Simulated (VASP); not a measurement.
# Hg2O in VASP: relaxation of shape and atoms at fixed volume with PBE

Aim: the relaxation of shape and atoms at fixed volume of Hg2O with PBE.

All numbers are computed with VASP 6.6.1; they aren't measurements. Logs are shortened: lines on timing, memory, paths and dates and some standing lists are left out, and cuts for length are marked.

## 1. The cell of the first run

The typed cell holds 3 atoms: a = 3.606 Å, b = 3.606 Å, c = 5.150 Å, α = 81.28°, β = 81.28°, γ = 88.65°.

## 2. Relaxation of shape and atoms at fixed volume, PBE (21.81 Å³/atom)

INCAR reads:

```
ALGO = Fast
EDIFF = 1E-7
EDIFFG = -0.01
ENCUT = 600
GGA = PE
IBRION = 2
ISIF = 4
ISMEAR = 0
LASPH = T
LCHARG = F
LREAL = F
LWAVE = F
NELM = 100
NSW = 50
PREC = Accurate
SIGMA = 0.1
```

KPOINTS reads:

```
k-points
0
Gamma
  10 10 8
```

POSCAR reads:

```
Hg2O
1.0
    3.6011485124     -0.1809222657     -0.0317218421
    0.2654117482      3.5952047646     -0.0655735080
    0.8666102066      0.8101722704      5.0113965632
Hg O
2 1
Direct
    0.2837173954      0.3099402660      0.2011714962
    0.9129492178      0.9392808817      0.6309946631
    0.4333720069      0.7896582023      0.9161191906
```

Potentials or basis: VASP PAW PBE potentials, release 64 (Hg, O).

Command:

```bash
> cat potpaw_PBE.64/Hg/POTCAR potpaw_PBE.64/O/POTCAR > POTCAR
> mpirun -np 1 vasp_std > vasp.out
```

OUTCAR:

```text
EDIFF = 1E-7
   EDIFFG = -0.01
   ENCUT = 600
   GGA = PE
   IBRION = 2
   ISIF = 4
   ISMEAR = 0
   LASPH = T
   LREAL = F
   NELM = 100
   NSW = 50
   PREC = Accurate

 ion  position               nearest neighbor table
   1  0.284  0.310  0.201-   3 2.11   3 2.55   2 2.60   2 3.51   2 3.51   2 3.82   2 3.82   2 3.83

   2  0.913  0.939  0.631-   3 2.11   3 2.55   1 2.60   1 3.51   1 3.51   1 3.82   1 3.82   1 3.83

   3  0.433  0.790  0.916-   2 2.11   1 2.11   1 2.55   2 2.55

  LATTYP: Found a base centered monoclinic cell.
 ALAT       =    22.9954907389
 B/A-ratio  =     0.2191122259
 C/A-ratio  =     0.2814230977
 COS(beta)  =    -0.9846596642

  Lattice vectors:

 A1 = (   2.3987515956,   5.3891427227, -10.1856619845)
 A2 = (   5.7344883598,   1.6130156924, -10.1518103186)
 A3 = (  -2.9999500540,  -2.6041102285,   5.1086919133)

Analysis of symmetry for initial positions (statically):
=====================================================================
 Subroutine PRICEL returns:
 Original cell was already a primitive cell.

 Routine SETGRP: Setting up the symmetry group for a
 base centered monoclinic supercell.

 Subroutine GETGRP returns: Found  1 space group operations
 (whereof  1 operations were pure point group operations)
 out of a pool of  4 trial point group operations.

The static configuration has the point symmetry C_1 .

Analysis of symmetry for dynamics (positions and initial velocities):
=====================================================================
 Subroutine PRICEL returns:
 Original cell was already a primitive cell.

 Routine SETGRP: Setting up the symmetry group for a
 base centered monoclinic supercell.

 Subroutine GETGRP returns: Found  1 space group operations
 (whereof  1 operations were pure point group operations)
 out of a pool of  4 trial point group operations.

The dynamic configuration has the point symmetry C_1 .

 Subroutine INISYM returns: Found  1 space group operations
 (whereof  1 operations are pure point group operations),
 and found     1 'primitive' translations

----------------------------------------------------------------------------------------

                                     Primitive cell

  volume of cell :      65.4161

  direct lattice vectors                    reciprocal lattice vectors
     3.601148512 -0.180922266 -0.031721842     0.276233436 -0.021201349 -0.044340927
     0.265411748  3.595204765 -0.065573508     0.013467214  0.276296893 -0.046996661
     0.866610207  0.810172270  5.011396563     0.001924758  0.003481108  0.198649553

  length of vectors
     3.605829967  3.605584638  5.149901734     0.280571785  0.280588712  0.198689375

  position of ions in fractional coordinates (direct lattice)
[... 91 lines left out ...]
   PSTRESS=    0.0 pullay stress
   NELECT =      30.0000    total number of electrons
   NUPDOWN=      -1.0000    fix difference up-down
   EMIN   =  10.00;   EMAX   =-10.00  energy-range for DOS
   EFERMI =   0.00;   METHOD = LEGACY
   ISMEAR =     0;   SIGMA  =   0.10  broadening in eV -4-tet -1-fermi 0-gaus
   EFERMI_NEDOS =   21; number of points for ismear=-14 and -15
   IALGO  =     68    algorithm
   IMIX   =      4    mixing-type and parameters
     AMIX     =   0.40;   BMIX     =  1.00
     AMIX_MAG =   1.60;   BMIX_MAG =  1.00
  volume/ion in A,a.u.               =      21.81       147.15
  Fermi-wavevector in a.u.,A,eV,Ry     =   1.262468  2.385718 21.685304  1.593825
  Thomas-Fermi vector in A             =   2.395874
   LORBIT       =      0    0 simple, 1 ext, 2 COOP (PROOUT), +10 PAW based schemes
   GGA     = PE    functional components
   LHFCALC =     F    Hartree Fock is set to
   AEXX    =    0.0000 exact exchange contribution
   IVDW    =     0    specifies the selected vdW correction
   LEPSILON=     F    determine dielectric tensor
   LRPA    =     F    only Hartree local field effects (RPA)
 conjugate gradient relaxation of ions
 non-spin polarized calculation
 RMM-DIIS sequential band-by-band and
 Gauss-broadening in eV      SIGMA  =   0.10
  energy-cutoff  :      600.00
  volume of cell :       65.42
 maximum number of plane-waves:      2203
 NGX is ok and might be reduce to    30
   NGX = 15   NGY = 15   NGZ = 21

--------------------------------------- Ionic step        1  -------------------------------------------

 number of electron      30.0000003 magnetization

 Free energy of the ion-electron system (eV)
  ---------------------------------------------------
  ext. energy  EPLUGINS =         0.00000000
  ---------------------------------------------------
  free energy    TOTEN  =        -5.70996624 eV

  energy without entropy =       -5.70970954  energy(sigma->0) =       -5.70983789

------------------------ aborting loop because EDIFF is reached ----------------------------------------

  FORCE on cell =-STRESS in cart. coord.  units (eV):
  Direction    XX          YY          ZZ          XY          YZ          ZX
  --------------------------------------------------------------------------------------
  -------------------------------------------------------------------------------------
  Total        0.9037330      0.8303739      1.6901416      0.2424040     -0.6440660     -0.7417196
  in kB       22.1343041     20.3375873     41.3950900      5.9369780    -15.7745176    -18.1662591
  external PRESSURE =      27.9556605 kB  Pullay stress =       0.0000000 kB
[... 209 lines left out ...]
--------------------------------------- Ionic step        7  -------------------------------------------

 number of electron      30.0000002 magnetization

 Free energy of the ion-electron system (eV)
  ---------------------------------------------------
  ext. energy  EPLUGINS =         0.00000000
  ---------------------------------------------------
  free energy    TOTEN  =        -5.73167006 eV

  energy without entropy =       -5.73122653  energy(sigma->0) =       -5.73144830

 E-fermi :   0.9177     XC(G=0):  -9.7902

 val. band max:        0.9131191672   @ k =   0.0000   0.1000   0.5000
 cond. band min:       1.0368969463   @ k =   0.5000   0.5000   0.3750
 fundamental gap:      0.1237777791
 Fermi energy:         0.9177487284

 k-point     1 :       0.0000    0.0000    0.0000
  band No.  band energies     occupation
      1     -16.3287      2.00000
      2      -6.2098      2.00000
      3      -6.1233      2.00000
      4      -5.6771      2.00000
      5      -5.5589      2.00000
      6      -5.4257      2.00000
[... 505 lines left out ...]
      6      -5.1485      2.00000
[... 11 lines left out ...]
     18       6.5434      0.00000
     19       7.2429      0.00000

 [... further k-points ...]
[... 5 lines left out ...]
  --------------------------------------------------------------------------------------
  -------------------------------------------------------------------------------------
  Total        0.2670934      0.2659651      0.2567852      0.0027388     -0.0016456     -0.0020517
  in kB        6.5416745      6.5140388      6.2892041      0.0670794     -0.0403044     -0.0502506
  external PRESSURE =       6.4483058 kB  Pullay stress =       0.0000000 kB
[... 18 lines left out ...]
  FREE ENERGIE OF THE ION-ELECTRON SYSTEM (eV)
  ---------------------------------------------------
  free  energy   TOTEN  =        -5.7316700591 eV

  energy  without entropy=       -5.7312265342  energy(sigma->0) =       -5.73144830

 reached required accuracy - stopping structural energy minimisation
```

OSZICAR:

```text
N       E                     dE             d eps       ncg     rms          rms(c)
DAV:   1     0.257337525264E+03    0.25734E+03   -0.16939E+04 15352   0.168E+03
DAV:   2     0.627503817169E+01   -0.25106E+03   -0.24014E+03 16215   0.400E+02
DAV:   3    -0.800632207603E+01   -0.14281E+02   -0.14114E+02 17338   0.958E+01
DAV:   4    -0.816790019451E+01   -0.16158E+00   -0.16145E+00 16177   0.102E+01
[... 59 lines left out ...]
RMM:   2    -0.573173217556E+01    0.11608E-03   -0.29492E-04 15352   0.160E-01    0.493E-02
RMM:   3    -0.573167116197E+01    0.61014E-04   -0.81318E-05 15352   0.716E-02    0.127E-02
RMM:   4    -0.573166988640E+01    0.12756E-05   -0.11342E-05 15353   0.253E-02    0.810E-03
RMM:   5    -0.573166998953E+01   -0.10313E-06   -0.12955E-06 15251   0.798E-03    0.424E-03
RMM:   6    -0.573167005911E+01   -0.69583E-07   -0.36499E-07 10525   0.381E-03
   7 F= -.57316701E+01 E0= -.57314483E+01  d E =-.645458E-04
```

Wall time 27 min (1 thread of Oxide Virtual Turin-like, shared host); peak memory 0.62 GiB.

Results:

```yaml
Free_energy: -5.7317 eV
Energy_gained_by_relaxing: 7.2 meV/atom
Ionic_steps: 7
Pressure_after_relaxing: 0.6 GPa
Largest_force_after_relaxing: 0.004 eV/Å
Band_gap_on_the_k_mesh: zero (bands 15 and 16 overlap by 0.78 eV)
```

Forces in eV/Å, atoms in the order of the input:
```
Hg  -0.003  0.000 -0.003
Hg   0.001  0.003  0.003
O    0.002 -0.003  0.000
```

The path:
```csv
step,energy change (eV),largest force (eV/Å),pressure (GPa),volume (Å³)
1,0.0000,0.1815,2.80,65.42
2,-0.0214,0.0681,0.73,65.42
3,-0.0214,0.0676,0.65,65.42
4,-0.0216,0.0228,0.64,65.42
5,-0.0216,0.0124,0.64,65.42
6,-0.0217,0.0101,0.64,65.42
7,-0.0217,0.0045,0.64,65.42
```

Final structure:
```
CELL_PARAMETERS angstrom
3.58997 -0.16375 -0.07677
0.28149 3.58178 -0.11004
0.80223 0.75392 5.02919
ATOMIC_POSITIONS crystal
Hg 0.28354 0.30780 0.20196
Hg 0.91512 0.93944 0.63022
O 0.43138 0.79163 0.91610
```

Levels at points of the mesh, in eV from the Fermi level:
```
           k point  band 12  band 13  band 14  band 15  band 16  band 17  band 18  band 19
(0.00, 0.00, 0.00)    -5.24    -3.07    -1.31    -1.05     3.51     3.65     8.11     9.04
(0.50, 0.00, 0.00)    -4.30    -2.16    -1.37    -0.94     0.75     3.36     6.54     7.32
(0.00, 0.50, 0.00)    -4.30    -2.16    -1.37    -0.94     0.75     3.36     6.54     7.32
(0.50, 0.50, 0.00)    -3.25    -2.96    -1.91    -0.50     2.54     2.97     4.75     5.98
(0.00, 0.00, 0.50)    -5.13    -1.34    -1.19    -0.56    -0.55     7.67     8.00     8.66
(0.50, 0.00, 0.50)    -3.83    -3.40    -2.02    -0.96     2.10     3.19     4.42     9.54
(0.00, 0.50, 0.50)    -3.83    -3.40    -2.02    -0.96     2.10     3.19     4.42     9.54
(0.50, 0.50, 0.50)    -3.22    -2.88    -2.28     0.23     1.90     3.09     3.39     6.47
```

Caveat: semilocal functionals underestimate gaps, and a narrow one can read as zero; spin-orbit coupling is left out, which moves the levels of the heavy elements.

The gap in the log of VASP goes by the Fermi energy; the results here count the filled bands.